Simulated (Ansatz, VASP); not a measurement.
# Sn: VASP beside Ansatz

INCAR

```
PREC = Accurate ; ENCUT = 520
EDIFF = 1E-6 ; ISMEAR = -1
SIGMA = 0.1 ; LREAL = F
LASPH = T ; NELM = 100
ALGO = Normal ; ISIF = 2
LWAVE = F ; LCHARG = F
GGA = PS ; NBANDS = 28
```

KPOINTS

```
regular mesh
0
Gamma
  8 8 11
```

File POSCAR:

```
Sn
1.0
    5.3800769634      0.0000000000      0.0000000000
   -2.6900384817      4.6592833246      0.0000000000
    0.0000000000      0.0000000000      3.2775135011
Sn
3
Direct
    0.0000000000      1.0000000000      0.0000000000
    0.3333333333      0.6666666667      0.5000000000
    0.6666666667      0.3333333333      0.5000000000
```

Input for Ansatz:

```yaml
crystal:
  lattice:
    - [5.3800769634, 0.0, 0.0]
    - [-2.6900384817, 4.6592833246, 0.0]
    - [0.0, 0.0, 3.2775135011]
  atoms:
    - { symbol: Sn, position: [0.0, 1.0, 0.0] }
    - { symbol: Sn, position: [0.3333333333, 0.6666666667, 0.5] }
    - { symbol: Sn, position: [0.6666666667, 0.3333333333, 0.5] }
hamiltonian:
  xc: pbesol
  pseudopotentials:
    kind: paw
    azcp:
      Sn: "pseudopotentials/Sn.paw.azcp"
basis:
  ecutwfc: 420
  fft_grid_basis: typed
kpoints:
  mp_grid: { grid: [8, 8, 11], shift: [0, 0, 0] }
magnetization:
  spin_polarized: false
scf:
  occupations: { method: fermi_dirac, width: 0.1 }
  lower_state_search: "off"
output:
  stress: true
```

Alike in both runs: task single point; functional PBEsol; k mesh 8 × 8 × 11; occupations fermi-dirac, width 0.1 eV; no spin polarisation.

|  | VASP | Ansatz |
| --- | --- | --- |
| version | VASP 6.6.1 | Ansatz 0.2.0 |
| potentials or method | VASP PAW PBE potentials, release 64 (Sn_d), cutoff 520 eV | plane waves (420 eV) with PAW, scalar-relativistic |
| valence electrons in the cell | 42 | 42 |

|  | VASP | Ansatz | Ansatz less VASP |
| --- | --- | --- | --- |
| pressure (GPa) | -1.6 | -1.6 | +0.06 |
| traceless stress, the component that is largest in VASP (GPa) | -1.74 | -1.74 | +0.002 |

VASP's potentials were made for PBE, not for PBEsol, and Ansatz warns of the same on its side. With one functional, cell and mesh, what is left measures potentials, basis and numerics.
